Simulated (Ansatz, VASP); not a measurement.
# Two plane-wave programs on MgB2

Contents of INCAR:

```
SYSTEM = MgB2
PREC     = Accurate       ! precision mode
ENCUT    = 520            ! plane-wave cutoff, eV
EDIFF    = 1E-7           ! SCF threshold, eV
ISMEAR   = -1             ! smearing method
SIGMA    = 0.05           ! smearing width, eV
LREAL    = .False.        ! projectors in reciprocal space
LASPH    = .True.         ! aspherical terms in the spheres
NELM     = 100            ! most SCF steps
ALGO     = Normal         ! electronic algorithm
ISIF     = 2              ! what is computed and relaxed
LWAVE    = .False.        ! write WAVECAR
LCHARG   = .False.        ! write CHGCAR
GGA      = PE             ! functional
NBANDS   = 11             ! bands
```

File KPOINTS:

```
regular mesh
0
Gamma
  8 8 6
  0 0 0
```

POSCAR

```
MgB2
1.0
    3.0850000000      0.0000000000      0.0000000000
   -1.5425000000      2.6716883707      0.0000000000
    0.0000000000      0.0000000000      3.5230000000
Mg B
1 2
Direct
    0.0000000000      0.0000000000      0.0000000000
    0.6666666667      0.3333333333      0.5000000000
    0.3333333333      0.6666666667      0.5000000000
```

The input input.yaml:

```yaml
crystal:
  lattice:
    - [3.085, 0.0, 0.0]
    - [-1.5425, 2.6716883707, 0.0]
    - [0.0, 0.0, 3.523]
  atoms:
    - { symbol: Mg, position: [0.0, 0.0, 0.0] }
    - { symbol: B, position: [0.6666666667, 0.3333333333, 0.5] }
    - { symbol: B, position: [0.3333333333, 0.6666666667, 0.5] }
hamiltonian:
  xc: pbe
  pseudopotentials: { kind: paw }
kpoints:
  mp_grid: { grid: [8, 8, 6] }
scf:
  occupations: { method: fermi_dirac, width: 0.05 }
output:
  forces: true
  stress: true
  eigenvalues: true
  write_density: true
  write_potential: true
  elf: true
  volumetric_format: npy
```

Alike in both runs: task single point; functional PBE; k mesh 8 × 8 × 6; occupations fermi-dirac, width 0.05 eV; no spin polarisation.

```csv
,VASP,Ansatz
version,VASP 6.6.1,Ansatz 0.2.0
potentials or method,"VASP PAW PBE potentials, release 64 (Mg, B)",Ansatz PAW
plane-wave cutoff (eV),520,420
valence electrons in the cell,8,16
```

|  | VASP | Ansatz | Ansatz less VASP |
| --- | --- | --- | --- |
| gap on the k mesh at the Fermi level (eV) | none | none | - |
| pressure (GPa) | -1.2 | -0.9 | +0.26 |
| traceless stress, the component that is largest in VASP (GPa) | -0.50 | -0.37 | +0.130 |

A gap of «none» marks a metal or a gap that the smearing closes. VASP's potentials hold 8 valence electrons a cell and Ansatz's 16, so a difference there can come from the potentials and not from the codes.
